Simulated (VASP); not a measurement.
Write the native input for VASP 6.6.1 that does the following.

```yaml
Task: single point
Functional: PBE
Potentials_or_basis: VASP PAW PBE potentials, release 64 (Al, N)
Cutoff: 520 eV
k_mesh: 10 × 10 × 10
Occupations: fermi-dirac, width 0.02 eV
Spin: no spin polarisation
Dipole_correction: no
Further_INCAR_settings: ALGO = Normal; EDIFF = 1e-07; NBANDS = 11
```

The structure of AlN lies in POSCAR:

```
AlN
1.0
   -0.0056214455      2.0207168131      2.0207168131
    2.0207168131     -0.0056214455      2.0207168131
    2.0207168131      2.0207168131     -0.0056214455
Al N
1 1
Direct
    0.0000000000      0.0000000000      0.0000000000
    0.5000000000      0.5000000000      0.5000000000
```

This cell differs from its parent crystal: epitaxial 111 strain +0.4%.

One way to write it, as run:

INCAR

```
PREC     = Accurate       # precision mode
ENCUT    = 520            # plane-wave cutoff, eV
EDIFF    = 1E-7           # SCF threshold, eV
ISMEAR   = -1             # smearing method
SIGMA    = 0.02           # smearing width, eV
LREAL    = F              # projectors in reciprocal space
LASPH    = T              # aspherical terms in the spheres
NELM     = 100            # most SCF steps
ALGO     = Normal         # electronic algorithm
ISIF     = 2              # what is computed and relaxed
LWAVE    = F              # write WAVECAR
LCHARG   = F              # write CHGCAR
GGA      = PE             # functional
NBANDS   = 11             # bands
```

KPOINTS

```
Automatic mesh
0
Gamma
  10 10 10
```

Potentials or basis: VASP PAW PBE potentials, release 64 (Al, N).

Command:

```console
$ cat potpaw_PBE.64/Al/POTCAR potpaw_PBE.64/N/POTCAR > POTCAR
$ mpirun -np 1 vasp_std > vasp.out
```

Results of the run:

```
Pressure               : 4.2 GPa
Band gap on the k mesh : 4.54 eV (least direct gap 5.60 eV)
```

Caveat: the cell differs from its parent crystal (epitaxial 111 strain +0.4%); the cell stands under pressure.

Wall time 17 s on 1 thread of AMD EPYC 7R13 Processor (Zen 3) (shared host), peak memory 0.11 GiB.
